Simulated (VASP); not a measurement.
The system is Ti2H.

```
Ti H
1.0
     4.22920    0.00000    0.00000
     0.00000    4.22920    0.00000
     0.00000    0.00000    4.22920
Ti H
4 2
Direct
  0.25000 0.75000 0.25000
  0.75000 0.25000 0.25000
  0.25000 0.25000 0.75000
  0.75000 0.75000 0.75000
  0.00000 0.00000 0.00000
  0.50000 0.50000 0.50000
```

| Property | Result |
| --- | --- |
| Program | VASP 6.6.1 |
| Task | relaxation of volume and atoms at fixed shape |
| Functional | LDA |
| Potentials or basis | VASP PAW LDA potentials, release 64 (Ti_sv, H) |
| Cutoff | 600 eV |
| k mesh | 11 × 11 × 11 |
| Occupations | methfessel-paxton, width 0.02 eV |
| Spin | no spin polarisation |

At the start: pressure -7.4 GPa; volume 12.61 Å³/atom.

Problem. Where does the relaxation end?

Solution. Over 3 steps the energy falls by 18.6 meV/atom and the volume is 11.84 Å³/atom (-6.1 %); space group Pn-3m (No. 224, to 0.05 Å).

The path:
| step | energy change (eV) | largest force (eV/Å) | pressure (GPa) | volume (Å³) |
| --- | --- | --- | --- | --- |
| 1 | 0.0000 | 0.0000 | -7.41 | 75.64 |
| 2 | -0.0961 | 0.0000 | 3.19 | 69.44 |
| 3 | -0.1118 | 0.0000 | 0.02 | 71.04 |

Final structure:
```
Ti H
1.0
     4.14164    0.00000    0.00000
     0.00000    4.14164    0.00000
     0.00000    0.00000    4.14164
Ti H
4 2
Cartesian
  1.0354 3.1062 1.0354
  3.1062 1.0354 1.0354
  1.0354 1.0354 3.1062
  3.1062 3.1062 3.1062
  0.0000 0.0000 0.0000
  2.0708 2.0708 2.0708
```
